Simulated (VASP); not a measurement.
# NiI (P6_3mc) in VASP: a series of runs

NiI is run at these levels: PBE; tasks: single point.

Program: VASP 6.6.1. These are calculated values, not measurements. Logs are shortened: lines on timing, memory, paths and dates and some standing lists are left out, and cuts for length are marked.

### Step 1. The cell of the first run

The structure is hexagonal, space group P6_3mc (No. 186). The conventional cell has a = 3.973 Å, b = 3.973 Å, c = 6.732 Å, α = 90.00°, β = 90.00°, γ = 120.00°. I (site symmetry 3m) has 4 Ni at 2.45 to 2.47 Å within 3.2 Å. Ni (site symmetry 3m) has 4 I at 2.45 to 2.47 Å within 3.2 Å.

### Step 2. Single point, PBE, collinear spin, ferromagnetic start

Input file INCAR:

```
SYSTEM = NiI
ALGO = Normal
EDIFF = 1E-6
ENCUT = 520
GGA = PE
ISIF = 2
ISMEAR = -1
ISPIN = 2
LASPH = .True.
LCHARG = .True.
LELF = .True.
LMAXMIX = 4
LORBIT = 11
LREAL = .False.
LVHAR = .True.
LWAVE = .False.
MAGMOM = 0 0 1 1
NBANDS = 29
NELM = 150
PREC = Accurate
SIGMA = 0.05
```

Input file KPOINTS:

```
k-points
0
Gamma
  8 8 4
  0 0 0
```

Input file POSCAR:

```
NiI
1.0
    3.9727491403      0.0000000000      0.0000000000
   -1.9863745702      3.4405016784      0.0000000000
    0.0000000000      0.0000000000      6.7321976955
I Ni
2 2
Direct
    0.6666666667      0.3333333333      0.5051870000
    0.3333333333      0.6666666667      0.0051870000
    0.6666666667      0.3333333333      0.8698150000
    0.3333333333      0.6666666667      0.3698150000
```

Potentials or basis: VASP PAW PBE potentials, release 64 (I, Ni).

The run is started by

```console
$ cat potpaw_PBE.64/I/POTCAR potpaw_PBE.64/Ni/POTCAR > POTCAR
$ mpirun -np 1 vasp_std > vasp.out
```

OUTCAR:

```text
SYSTEM = NiI
   EDIFF = 1E-6
   ENCUT = 520
   GGA = PE
   ISIF = 2
   ISMEAR = -1
   ISPIN = 2
   LASPH = .True.
   LORBIT = 11
   LREAL = .False.
   NELM = 150
   PREC = Accurate

 ion  position               nearest neighbor table
   1  0.667  0.333  0.505-   3 2.45   4 2.47   4 2.47   4 2.47
   2  0.333  0.667  0.005-   4 2.45   3 2.47   3 2.47   3 2.47
   3  0.667  0.333  0.870-   1 2.45   2 2.47   2 2.47   2 2.47
   4  0.333  0.667  0.370-   2 2.45   1 2.47   1 2.47   1 2.47

  LATTYP: Found a hexagonal cell.
 ALAT       =     3.9727491403
 C/A-ratio  =     1.6945942111

  Lattice vectors:

 A1 = (   3.9727491403,   0.0000000000,   0.0000000000)
 A2 = (  -1.9863745702,   3.4405016784,   0.0000000000)
 A3 = (   0.0000000000,   0.0000000000,   6.7321976955)

Analysis of symmetry for initial positions (statically):
=====================================================================
 Subroutine PRICEL returns:
 Original cell was already a primitive cell.

 Routine SETGRP: Setting up the symmetry group for a
 hexagonal supercell.

 Subroutine GETGRP returns: Found 12 space group operations
 (whereof  6 operations were pure point group operations)
 out of a pool of 24 trial point group operations.

The static configuration has the point symmetry C_3v.
 The point group associated with its full space group is C_6v.

Analysis of symmetry for dynamics (positions and initial velocities):
=====================================================================
 Subroutine PRICEL returns:
 Original cell was already a primitive cell.

 Routine SETGRP: Setting up the symmetry group for a
 hexagonal supercell.

 Subroutine GETGRP returns: Found 12 space group operations
 (whereof  6 operations were pure point group operations)
 out of a pool of 24 trial point group operations.

The dynamic configuration has the point symmetry C_3v.
 The point group associated with its full space group is C_6v.

Analysis of structural, dynamic, and magnetic symmetry:
=====================================================================
 Subroutine PRICEL returns:
 Original cell was already a primitive cell.

 Routine SETGRP: Setting up the symmetry group for a
 hexagonal supercell.

 Subroutine GETGRP returns: Found 12 space group operations
 (whereof  6 operations were pure point group operations)
 out of a pool of 24 trial point group operations.

The overall configuration has the point symmetry C_3v.
 The point group associated with its full space group is C_6v.

 Subroutine INISYM returns: Found 12 space group operations
 (whereof  6 operations are pure point group operations),
 and found     1 'primitive' translations

----------------------------------------------------------------------------------------

                                     Primitive cell

  volume of cell :      92.0174

  direct lattice vectors                    reciprocal lattice vectors
     3.972749140  0.000000000  0.000000000     0.251714862  0.145327643  0.000000000
    -1.986374570  3.440501678  0.000000000     0.000000000  0.290655286  0.000000000
     0.000000000  0.000000000  6.732197696     0.000000000  0.000000000  0.148539904

  length of vectors
     3.972749140  3.972749140  6.732197696     0.290655286  0.290655286  0.148539904

  position of ions in fractional coordinates (direct lattice)
     0.666666667  0.333333333  0.505187000
     0.333333333  0.666666667  0.005187000
     0.666666667  0.333333333  0.869815000
     0.333333333  0.666666667  0.369815000

  ion indices of the primitive-cell ions
   primitive index   ion index
                 1           1
                 2           2
                 3           3
                 4           4

----------------------------------------------------------------------------------------

 KPOINTS: k-points

Automatic generation of k-mesh.
 Grid dimensions read from file:
 generate k-points for:    8    8    4

 Generating k-lattice:

  Cartesian coordinates                     Fractional coordinates (reciprocal lattice)
     0.031464358  0.018165955  0.000000000     0.125000000  0.000000000  0.000000000
     0.000000000  0.036331911  0.000000000     0.000000000  0.125000000  0.000000000
     0.000000000  0.000000000  0.037134976     0.000000000  0.000000000  0.250000000

  Length of vectors
     0.036331911  0.036331911  0.037134976

  Shift w.r.t. Gamma in fractional coordinates (k-lattice)
     0.000000000  0.000000000  0.000000000

 Subroutine IBZKPT returns following result:
 ===========================================

 Found     30 irreducible k-points:

 Following reciprocal coordinates:
            Coordinates               Weight
  0.000000  0.000000  0.000000      1.000000
  0.125000  0.000000  0.000000      6.000000
  0.250000  0.000000  0.000000      6.000000
  0.375000 -0.000000  0.000000      6.000000
  0.500000  0.000000  0.000000      3.000000
  0.125000  0.125000  0.000000      6.000000
[... 16 lines left out ...]
  0.250000  0.000000  0.500000      6.000000
  0.375000 -0.000000  0.500000      6.000000
 [... further k-points ...]
   k-points           NKPTS =     30   k-points in BZ     NKDIM =     30   number of bands    NBANDS=     29
   number of dos      NEDOS =    301   number of ions     NIONS =      4
   total plane-waves  NPLWV =  45000
   dimension x,y,z NGX =    30 NGY =   30 NGZ =   50
   dimension x,y,z NGXF=    60 NGYF=   60 NGZF=  100
   ions per type =               2   2
   NGX,Y,Z   is equivalent  to a cutoff of  12.55, 12.55, 12.35 a.u.
   NGXF,Y,Z  is equivalent  to a cutoff of  25.11, 25.11, 24.69 a.u.
 SYSTEM =  NiI
   PREC   = accura    normal or accurate (medium, high low for compatibility)
   ISTART =      0    job   : 0-new  1-cont  2-samecut
   ICHARG =      2    charge: 1-file 2-atom 10-const
   ISPIN  =      2    spin polarized calculation?
   LNONCOLLINEAR =      F non collinear calculations
   LSORBIT =      F    spin-orbit coupling
   LASPH  =      T    aspherical Exc in radial PAW
   ENCUT  =  520.0 eV  38.22 Ry    6.18 a.u.   7.39  7.39 12.52*2*pi/ulx,y,z
   NELM   =    150;   NELMIN=  2; NELMDL= -5     # of ELM steps
   EDIFF  = 0.1E-05   stopping-criterion for ELM
   LREAL  =      F    real-space projection
   EDIFFG = 0.1E-04   stopping-criterion for IOM
   NSW    =      0    number of steps for IOM
   IBRION =     -1    ionic relax: 0-MD 1-quasi-New 2-CG
   NFREE  =      0    steps in history (QN), initial steepest desc. (CG)
   ISIF   =      2    stress and relaxation
   ISYM   =      2    0-nonsym 1-usesym 2-fastsym
   POTIM  = 0.5000    time-step for ionic-motion
   TEBEG  =    0.0;   TEEND  =   0.0 temperature during run
   PSTRESS=    0.0 pullay stress
   NELECT =      34.0000    total number of electrons
   NUPDOWN=      -1.0000    fix difference up-down
   EMIN   =  10.00;   EMAX   =-10.00  energy-range for DOS
   EFERMI =   0.00;   METHOD = LEGACY
   ISMEAR =    -1;   SIGMA  =   0.05  broadening in eV -4-tet -1-fermi 0-gaus
   EFERMI_NEDOS =   21; number of points for ismear=-14 and -15
   IALGO  =     38    algorithm
   IMIX   =      4    mixing-type and parameters
     AMIX     =   0.40;   BMIX     =  1.00
     AMIX_MAG =   1.60;   BMIX_MAG =  1.00
  volume/ion in A,a.u.               =      23.00       155.24
  Fermi-wavevector in a.u.,A,eV,Ry     =   1.174748  2.219951 18.776472  1.380032
  Thomas-Fermi vector in A             =   2.311140
   LORBIT       =     11    0 simple, 1 ext, 2 COOP (PROOUT), +10 PAW based schemes
   GGA     = PE    functional components
   LHFCALC =     F    Hartree Fock is set to
   AEXX    =    0.0000 exact exchange contribution
   IVDW    =     0    specifies the selected vdW correction
   LEPSILON=     F    determine dielectric tensor
   LRPA    =     F    only Hartree local field effects (RPA)
 spin polarized calculation
  energy-cutoff  :      520.00
  volume of cell :       92.02
 maximum number of plane-waves:      2515
 NGX is ok and might be reduce to    30
   NGX = 15   NGY = 15   NGZ = 25

 number of electron      34.0000011 magnetization       0.0016487

 Free energy of the ion-electron system (eV)
  ---------------------------------------------------
  ext. energy  EPLUGINS =         0.00000000
  ---------------------------------------------------
  free energy    TOTEN  =       -13.39680840 eV

  energy without entropy =      -13.35359085  energy(sigma->0) =      -13.37519962

 E-fermi :   6.7188     XC(G=0):  -9.9070

 val. band max:        6.7155577939   @ k =   0.3750   0.1250   0.0000
 cond. band min:       6.7285775165   @ k =   0.1250   0.1250   0.5000
 fundamental gap:      0.0130197226
 Fermi energy:         6.7188449552

 spin component 1

 k-point     1 :       0.0000    0.0000    0.0000
  band No.  band energies     occupation
      1      -8.2945      1.00000
      2      -7.5144      1.00000
      3       0.1249      1.00000
      4       2.5468      1.00000
      5       2.7769      1.00000
      6       2.7769      1.00000
[... 757 lines left out ...]
     28      16.6760      0.00000
     29      17.7080      0.00000

 [... further k-points ...]

 spin component 2

 k-point     1 :       0.0000    0.0000    0.0000
  band No.  band energies     occupation
      1      -8.2944      1.00000
      2      -7.5144      1.00000
      3       0.1249      1.00000
      4       2.5470      1.00000
      5       2.7772      1.00000
      6       2.7772      1.00000
[... 757 lines left out ...]
     28      16.6761      0.00000
     29      17.7081      0.00000

 [... further k-points ...]
[... 5 lines left out ...]
  --------------------------------------------------------------------------------------
  -------------------------------------------------------------------------------------
  Total        2.5715562      2.5715562      2.7539576     -0.0000000     -0.0000000      0.0000000
  in kB       44.7751270     44.7751270     47.9510428     -0.0000000     -0.0000000      0.0000000
  external PRESSURE =      45.8337656 kB  Pullay stress =       0.0000000 kB

 VOLUME and BASIS-vectors are now :
 -----------------------------------------------------------------------------
  energy-cutoff  :      520.00
  volume of cell :       92.02
      direct lattice vectors                 reciprocal lattice vectors
     3.972749140  0.000000000  0.000000000     0.251714862  0.145327643  0.000000000
    -1.986374570  3.440501678  0.000000000     0.000000000  0.290655286  0.000000000
     0.000000000  0.000000000  6.732197696     0.000000000  0.000000000  0.148539904

 POSITION                                       TOTAL-FORCE (eV/Angst)
 -----------------------------------------------------------------------------------
      1.98637      1.14683      3.40102        -0.000000      0.000000      0.006555
     -0.00000      2.29367      0.03492         0.000000     -0.000000      0.006555
      1.98637      1.14683      5.85577         0.000000      0.000000     -0.006555
     -0.00000      2.29367      2.48967        -0.000000     -0.000000     -0.006555
 -----------------------------------------------------------------------------------
    total drift:                               -0.000000     -0.000000     -0.000486

  FREE ENERGIE OF THE ION-ELECTRON SYSTEM (eV)
  ---------------------------------------------------
  free  energy   TOTEN  =       -13.3968083990 eV

  energy  without entropy=      -13.3535908487  energy(sigma->0) =      -13.37519962

 total charge

# of ion       s       p       d       tot
------------------------------------------
    1        1.493   2.731   0.116   4.340
    2        1.493   2.731   0.116   4.340
    3        0.404   0.416   8.525   9.346
    4        0.404   0.416   8.525   9.346
--------------------------------------------------
tot          3.793   6.294  17.283  27.370

 magnetization (x)

# of ion       s       p       d       tot
------------------------------------------
    1        0.000   0.000  -0.000   0.000
    2        0.000   0.000  -0.000   0.000
    3        0.000   0.000   0.001   0.001
    4        0.000   0.000   0.001   0.001
--------------------------------------------------
tot          0.000   0.000   0.001   0.001
```

It took 4.5 min on 1 thread of Oxide Virtual Turin-like, shared host; peak memory 0.28 GiB.

What came out:

```
Free energy                                           : -13.3968 eV
Pressure                                              : 4.6 GPa
Largest force                                         : 0.007 eV/Å
Band gap on the k mesh                                : zero (filled and empty bands overlap)
Net moment                                            : 0.00 μB per cell
Valence electrons inside the program's atomic spheres : I 4.34; Ni 9.35
```

Forces on the atoms (eV/Å):
```
I    0.000  0.000  0.007
I    0.000  0.000  0.007
Ni   0.000  0.000 -0.007
Ni   0.000  0.000 -0.007
```

Stress tensor (GPa, compression positive):
```
4.48 0.00 0.00
0.00 4.48 0.00
0.00 0.00 4.80
```

Caveat: spin-orbit coupling is left out, which moves the levels of the heavy elements; semilocal functionals often make such compounds metallic where correlation or magnetic order opens a gap, which also shifts bond lengths.

### Step 3. Single point, PBE, collinear spin, ferromagnetic start

This run uses another cell than the first one, of 23.49 Å³/atom, 1.021 times its volume.

Input file INCAR:

```
PREC     = Accurate       # precision mode
ENCUT    = 520            # plane-wave cutoff, eV
EDIFF    = 1E-6           # SCF threshold, eV
ISMEAR   = -1             # smearing method
SIGMA    = 0.05           # smearing width, eV
LREAL    = F              # projectors in reciprocal space
LASPH    = T              # aspherical terms in the spheres
NELM     = 150            # most SCF steps
ALGO     = Normal         # electronic algorithm
ISIF     = 2              # what is computed and relaxed
LWAVE    = F              # write WAVECAR
LCHARG   = T              # write CHGCAR
ISPIN    = 2              # spin polarisation
MAGMOM   = 0 0 1 1        # initial moments
LORBIT   = 11             # projections on sites
LMAXMIX  = 4              # l up to which the mixer works
GGA      = PE             # functional
LELF     = T              # ELF
LVHAR    = T            
NBANDS   = 29             # bands
```

Input file KPOINTS:

```
Automatic mesh
0
Gamma
  8 8 4
```

Input file POSCAR:

```
NiI
1.0
    4.0007271688      0.0000000000      0.0000000000
   -2.0003635844      3.4647313618      0.0000000000
    0.0000000000      0.0000000000      6.7796091005
I Ni
2 2
Direct
    0.6666666667      0.3333333333      0.5051870000
    0.3333333333      0.6666666667      0.0051870000
    0.6666666667      0.3333333333      0.8698150000
    0.3333333333      0.6666666667      0.3698150000
```

Potentials or basis: VASP PAW PBE potentials, release 64 (I, Ni).

The run is started by

```console
$ cat potpaw_PBE.64/I/POTCAR potpaw_PBE.64/Ni/POTCAR > POTCAR
$ mpirun -np 1 vasp_std > vasp.out
```

Wall time 3.5 min (1 thread of Oxide Virtual Turin-like, shared host); peak memory 0.28 GiB.

It converged, with:

* Free energy: -13.4431 eV
* Pressure: 3.0 GPa
* Largest force: 0.004 eV/Å
* Net moment: 0.26 μB per cell
* Site moments: I +0.01; Ni +0.10 μB
* Valence electrons inside the program's atomic spheres: I 4.33; Ni 9.31

Forces in eV/Å, atoms in the order of the input:
```
I    0.000  0.000 -0.004
I    0.000  0.000 -0.004
Ni   0.000  0.000  0.004
Ni   0.000  0.000  0.004
```

Stress tensor (GPa, compression positive):
```
2.94 0.00 0.00
0.00 2.94 0.00
0.00 0.00 3.11
```

Levels at points of the mesh, in eV from the Fermi level:
Spin up:
```csv
k point,band 14,band 15,band 16,band 17,band 18,band 19,band 20,band 21
"(0.00, 0.00, 0.00)",0.00,0.00,0.87,0.99,0.99,2.10,3.05,5.01
"(0.50, 0.00, 0.00)",-1.22,-1.03,-1.01,-0.35,0.08,3.26,3.60,4.37
"(0.00, 0.00, 0.50)",-0.68,0.43,0.43,0.43,0.43,3.26,3.26,5.74
"(0.50, 0.00, 0.50)",-1.28,-0.65,-0.65,-0.52,-0.52,2.97,2.97,4.41
```
Spin down:
```csv
k point,band 13,band 14,band 15,band 16,band 17,band 18,band 19,band 20,band 21,band 22
"(0.00, 0.00, 0.00)",-1.24,0.08,0.08,0.94,1.08,1.08,2.12,3.08,5.03,5.31
"(0.50, 0.00, 0.00)",-1.17,-1.14,-0.92,-0.92,-0.28,0.17,3.29,3.62,4.40,5.72
"(0.00, 0.00, 0.50)",-0.60,-0.60,0.52,0.52,0.52,0.52,3.27,3.27,5.76,5.76
"(0.50, 0.00, 0.50)",-1.20,-1.20,-0.57,-0.57,-0.42,-0.42,3.01,3.01,4.44,4.44
```

Caveat: spin-orbit coupling is left out, which moves the levels of the heavy elements; semilocal functionals often make such compounds metallic where correlation or magnetic order opens a gap, which also shifts bond lengths.

### Step 4. Single point, PBE, collinear spin, ferromagnetic start

This run uses another cell than the first one, of 23.98 Å³/atom, 1.043 times its volume.

Input file INCAR:

```
SYSTEM = NiI
  PREC = Accurate
  ENCUT = 520
  EDIFF = 1E-6
  ISMEAR = -1
  SIGMA = 0.05
  LREAL = .False.
  LASPH = .True.
  NELM = 150
  ALGO = Normal
  ISIF = 2
  LWAVE = .False.
  LCHARG = .True.
  ISPIN = 2
  MAGMOM = 0 0 1 1
  LORBIT = 11
  LMAXMIX = 4
  GGA = PE
  LELF = .True.
  LVHAR = .True.
  NBANDS = 29
```

Input file KPOINTS:

```
regular mesh
0
Gamma
  8 8 4
  0 0 0
```

Input file POSCAR:

```
NiI
1.0
    4.0283192625      0.0000000000      0.0000000000
   -2.0141596313      3.4886268159      0.0000000000
    0.0000000000      0.0000000000      6.8263665028
I Ni
2 2
Direct
    0.6666666667      0.3333333333      0.5051870000
    0.3333333333      0.6666666667      0.0051870000
    0.6666666667      0.3333333333      0.8698150000
    0.3333333333      0.6666666667      0.3698150000
```

The run is started by

```console
$ cat potpaw_PBE.64/I/POTCAR potpaw_PBE.64/Ni/POTCAR > POTCAR
$ mpirun -np 1 vasp_std > vasp.out
```

Wall time 5.8 min (1 thread of Oxide Virtual Turin-like, shared host); peak memory 0.29 GiB.

Results (log left out):

* Free energy: -13.4723 eV
* Pressure: 1.7 GPa
* Largest force: 0.013 eV/Å
* Net moment: 0.39 μB per cell
* Site moments: I +0.02; Ni +0.16 μB
* Valence electrons inside the program's atomic spheres: I 4.32; Ni 9.28

Forces on the atoms (eV/Å):
```
I    0.000  0.000 -0.013
I    0.000  0.000 -0.013
Ni   0.000  0.000  0.013
Ni   0.000  0.000  0.013
```

Levels at points of the mesh, in eV from the Fermi level:
Spin up:
```csv
k point,band 14,band 15,band 16,band 17,band 18,band 19,band 20,band 21,band 22,band 23
"(0.00, 0.00, 0.00)",-0.03,-0.03,0.81,0.91,0.91,1.99,2.98,5.00,5.27,5.27
"(0.50, 0.00, 0.00)",-1.19,-1.01,-1.00,-0.36,0.05,3.23,3.53,4.32,5.67,6.50
"(0.00, 0.00, 0.50)",-0.68,0.38,0.38,0.38,0.38,3.18,3.18,5.71,5.71,5.71
"(0.50, 0.00, 0.50)",-1.25,-0.65,-0.65,-0.53,-0.53,2.93,2.93,4.38,4.38,7.48
```
Spin down:
```
           k point  band 13  band 14  band 15  band 16  band 17  band 18  band 19  band 20  band 21  band 22
(0.00, 0.00, 0.00)    -1.17     0.10     0.10     0.93     1.06     1.06     2.01     3.02     5.02     5.30
(0.50, 0.00, 0.00)    -1.09    -1.07    -0.85    -0.84    -0.24     0.19     3.28     3.56     4.37     5.70
(0.00, 0.00, 0.50)    -0.55    -0.55     0.52     0.52     0.52     0.52     3.20     3.20     5.74     5.74
(0.50, 0.00, 0.50)    -1.12    -1.12    -0.52    -0.52    -0.38    -0.38     2.98     2.98     4.42     4.42
```

Caveat: spin-orbit coupling is left out, which moves the levels of the heavy elements; semilocal functionals often make such compounds metallic where correlation or magnetic order opens a gap, which also shifts bond lengths.

(Part 1 of 2 ends here.)
